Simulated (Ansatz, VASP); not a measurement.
**BaZrO3: VASP beside Ansatz**

INCAR

```
SYSTEM = BaZrO3
PREC     = Accurate       ! precision mode
ENCUT    = 910            ! plane-wave cutoff, eV
EDIFF    = 1E-6           ! SCF threshold, eV
ISMEAR   = 0              ! smearing method
SIGMA    = 0.05           ! smearing width, eV
LREAL    = .False.        ! projectors in reciprocal space
LASPH    = .True.         ! aspherical terms in the spheres
NELM     = 120            ! most SCF steps
ALGO     = Normal         ! electronic algorithm
ISIF     = 2              ! what is computed and relaxed
LWAVE    = .False.        ! write WAVECAR
LCHARG   = .False.        ! write CHGCAR
GGA      = PE             ! functional
NBANDS   = 28             ! bands
GGA_COMPAT= .False.
```

The input KPOINTS:

```
regular mesh
0
Gamma
  6 6 6
  0 0 0
```

POSCAR

```
BaZrO3
1.0
    4.1815000000      0.0000000000      0.0000000000
    0.0000000000      4.1815000000      0.0000000000
    0.0000000000      0.0000000000      4.1815000000
Ba Zr O
1 1 3
Direct
    0.4830896381      0.5169103619      0.5000000000
    0.0000000000      0.0000000000      0.0000000000
    0.5000000000      0.0000000000      0.0000000000
    0.0000000000      0.5000000000      0.0000000000
    0.0000000000      0.0000000000      0.5000000000
```

Input for Ansatz:

```yaml
crystal:
  lattice:
    - [4.1815, 0.0, 0.0]
    - [0.0, 4.1815, 0.0]
    - [0.0, 0.0, 4.1815]
  atoms:
    - { symbol: Ba, position: [0.4830896381, 0.5169103619, 0.5] }
    - { symbol: Zr, position: [0.0, 0.0, 0.0] }
    - { symbol: O, position: [0.5, 0.0, 0.0] }
    - { symbol: O, position: [0.0, 0.5, 0.0] }
    - { symbol: O, position: [0.0, 0.0, 0.5] }
basis:
  ecutwfc: 420
kpoints:
  mp_grid: { grid: [6, 6, 6] }
hamiltonian:
  xc: pbe
scf:
  occupations: { method: gaussian, width: 0.05 }
output:
  forces: true
  stress: true
  eigenvalues: true
```

Change from the starting cell: all Ba atoms moved -0.100 Å, as atom 1 along Cartesian [1 -1 0].

Alike in both runs: task single point; functional PBE; k mesh 6 × 6 × 6; occupations gaussian, width 0.05 eV; no spin polarisation.

|  | VASP | Ansatz |
| --- | --- | --- |
| version | VASP 6.6.1 | Ansatz 0.2.0 |
| potentials or method | VASP PAW PBE potentials, release 64 (Ba_sv, Zr_sv, O_h), cutoff 910 eV | scalar-relativistic, plane waves, PAW |
| valence electrons in the cell | 40 | 40 |

```csv
,VASP,Ansatz,Ansatz less VASP
gap on the k mesh at the Fermi level (eV),3.20,3.25,+0.045
least direct gap on the mesh (eV),3.41,3.43,+0.020
rms of the force components (eV/Å),0.144,0.136,-0.0081
```

Atom by atom the forces differ by 0.013 eV/Å (rms over components). With one functional, cell and mesh, what is left measures potentials, basis and numerics.

Neither program's run includes spin-orbit coupling. Noted on VASP's run: the cutoff is short for stress, so the pressure is rough.
